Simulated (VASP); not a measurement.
Wanted: the native input for a VASP 6.6.1 run.

```yaml
Task: single point
Functional: PBE
Potentials_or_basis: VASP PAW PBE potentials, release 64 (Sr_sv, Te)
Cutoff: 500 eV
k_mesh: 6 × 6 × 6
Occupations: gaussian, width 0.01 eV
Spin: no spin polarisation
Dipole_correction: no
Further_INCAR_settings: ALGO = Normal; EDIFF = 1e-06; NBANDS = 15
```

The structure of SrTe lies in POSCAR:

```
SrTe
1.0
    0.0000000000      3.3579877066      3.3579877066
    3.3579877066      0.0000000000      3.3579877066
    3.3579877066      3.3579877066      0.0000000000
Sr Te
1 1
Direct
    0.0000000000      0.0000000000      0.0000000000
    0.5000000000      0.5000000000      0.5000000000
```

One way to write it, as run:

INCAR

```
PREC     = Accurate       # precision mode
ENCUT    = 500            # plane-wave cutoff, eV
EDIFF    = 1E-6           # SCF threshold, eV
ISMEAR   = 0              # smearing method
SIGMA    = 0.01           # smearing width, eV
LREAL    = F              # projectors in reciprocal space
LASPH    = T              # aspherical terms in the spheres
NELM     = 120            # most SCF steps
ALGO     = Normal         # electronic algorithm
ISIF     = 2              # what is computed and relaxed
LWAVE    = F              # write WAVECAR
LCHARG   = F              # write CHGCAR
GGA      = PE             # functional
NBANDS   = 15             # bands
GGA_COMPAT= F
```

KPOINTS

```
regular mesh
0
Gamma
  6 6 6
```

Potentials or basis: VASP PAW PBE potentials, release 64 (Sr_sv, Te).

Launch:

```sh
$ cat potpaw_PBE.64/Sr_sv/POTCAR potpaw_PBE.64/Te/POTCAR > POTCAR
$ mpirun -np 1 vasp_std > vasp.out
```

Results of the run:

```json
{
 "Pressure": "0.1 GPa",
 "Band gap on the k mesh": "1.76 eV, indirect (least direct gap 2.48 eV)"
}
```

Caveat: spin-orbit coupling is left out, which moves the levels of the heavy elements.

It took 14 s on 1 thread of AMD EPYC 9R45 96-Core Processor (Zen 5) (shared host), peak memory 0.18 GiB.
